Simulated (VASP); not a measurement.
# Ti4W: relaxation of cell and atoms with PBE

Crystal: Ti4W.

```
Ti W
1.0
     4.11037    0.00000    0.00000
     0.00000    4.11037    0.00000
     0.00000    0.00000    4.11037
Ti W
4 1
Direct
  0.50000 0.50000 0.50000
  0.00000 0.50000 0.50000
  0.50000 0.00000 0.50000
  0.50000 0.50000 0.00000
  0.00000 0.00000 0.00000
```

```yaml
Program: VASP 6.6.1
Task: relaxation of cell and atoms
Functional: PBE
Potentials_or_basis: VASP PAW PBE potentials, release 64 (Ti_sv, W_sv)
Cutoff: 600 eV
k_mesh: 4 × 4 × 4
Occupations: gaussian, width 0.1 eV
Spin: no spin polarisation
Dipole_correction: no
Further_INCAR_settings: ALGO = Normal; EDIFF = 1e-06; IBRION = 2; EDIFFG = -0.04; NSW = 90; ISIF = 3
```

| Item | Value |
| --- | --- |
| Relaxed volume | 18.13 Å³/atom |
| Relaxed cell | a = 4.492 Å, b = 4.492 Å, c = 4.492 Å, α = 90.00°, β = 90.00°, γ = 90.00° |
| Space group after relaxing (to 0.05 Å) | Pm-3m (No. 221) |
| Energy gained by relaxing | 481.5 meV/atom |
| Ionic steps | 4 |
| Pressure after relaxing | -0.2 GPa |
| Band gap on the k mesh | zero (band 31 reaches 8.45 eV, above the bottom of band 32 at 7.42 eV) |

The path:
```csv
step,energy change (eV),largest force (eV/Å),pressure (GPa),volume (Å³)
1,0.0000,0.0000,45.00,69.45
2,-0.7815,0.0000,-16.09,116.49
3,-2.4062,0.0000,-0.73,91.14
4,-2.4076,0.0000,-0.17,90.65
```

Final structure:
```
Ti W
1.0
     4.49210    0.00000    0.00000
     0.00000    4.49210    0.00000
     0.00000    0.00000    4.49210
Ti W
4 1
Direct
  0.50000 0.50000 0.50000
  0.00000 0.50000 0.50000
  0.50000 0.00000 0.50000
  0.50000 0.50000 0.00000
  0.00000 0.00000 0.00000
```

Levels at points of the mesh, in eV from the Fermi level:
| k point | band 29 | band 30 | band 31 | band 32 | band 33 | band 34 |
| --- | --- | --- | --- | --- | --- | --- |
| (0.00, 0.00, 0.00) | -1.32 | -0.34 | -0.34 | -0.34 | 1.68 | 1.68 |
| (0.50, 0.00, 0.00) | -1.08 | -1.08 | -0.94 | 0.28 | 0.31 | 1.22 |
| (0.50, 0.50, 0.00) | -0.31 | -0.24 | 0.13 | 0.13 | 0.60 | 0.75 |
| (0.50, 0.50, 0.50) | 0.00 | 0.57 | 0.57 | 0.57 | 0.70 | 0.70 |

Wall time 3.2 min on 1 thread of Intel(R) Xeon(R) Platinum 8488C (Sapphire Rapids), with other jobs on the host, peak memory 0.22 GiB.

Caveat: the k points lie up to 0.35 Å⁻¹ apart in the final cell; the volume moved by over 15 % at a fixed basis, so the end points are rough; spin-orbit coupling is left out, which moves the levels of the heavy elements.
